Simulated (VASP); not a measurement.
Write the native input for VASP 6.6.1 that does the following.

```yaml
Task: single point
Functional: RPBE
Potentials_or_basis: VASP PAW PBE potentials, release 64 (Hf_pv)
Cutoff: 520 eV
k_mesh: 12 × 12 × 11
Occupations: fermi-dirac, width 0.1 eV
Spin: no spin polarisation
Dipole_correction: no
Further_INCAR_settings: ALGO = Normal; EDIFF = 1e-07; NBANDS = 17
```

The structure of Hf lies in POSCAR:

```
Hf
1.0
   -3.3846257184      3.8454646379      1.5047332103
    3.8454646379     -3.3846257184      1.5047332103
    2.1519282362      2.1519282362     -0.6607058852
Hf
2
Direct
    0.0203994554      0.9796005446      0.0000000000
    0.7296005446      0.2703994554      0.5000000000
```

The input as run:

INCAR

```
SYSTEM = Hf
ALGO = Normal ; EDIFF = 1E-7
ENCUT = 520 ; GGA = RP
ISIF = 2 ; ISMEAR = -1
LASPH = .True. ; LCHARG = .False.
LREAL = .False. ; LWAVE = .False.
NBANDS = 17 ; NELM = 100
PREC = Accurate ; SIGMA = 0.1
```

KPOINTS

```
k-points
0
Gamma
  12 12 11
  0 0 0
```

Potentials or basis: VASP PAW PBE potentials, release 64 (Hf_pv).

Launch:

```bash
$ cat potpaw_PBE.64/Hf_pv/POTCAR > POTCAR
$ mpirun -np 1 vasp_std > vasp.out
```

It gave:

```
Pressure               : -0.5 GPa
Largest force          : 0.054 eV/Å
Band gap on the k mesh : zero (band 10 reaches 4.61 eV, above the bottom of band 11 at 3.67 eV)
```

Caveat: the PAW data sets were made with another functional, which shifts forces and pressure a little; spin-orbit coupling is left out, which moves the levels of the heavy elements.

It took 7.1 min on 1 thread of Intel(R) Xeon(R) Platinum 8259CL CPU @ 2.50GHz (Skylake/Cascade Lake) (shared host), peak memory 0.42 GiB.
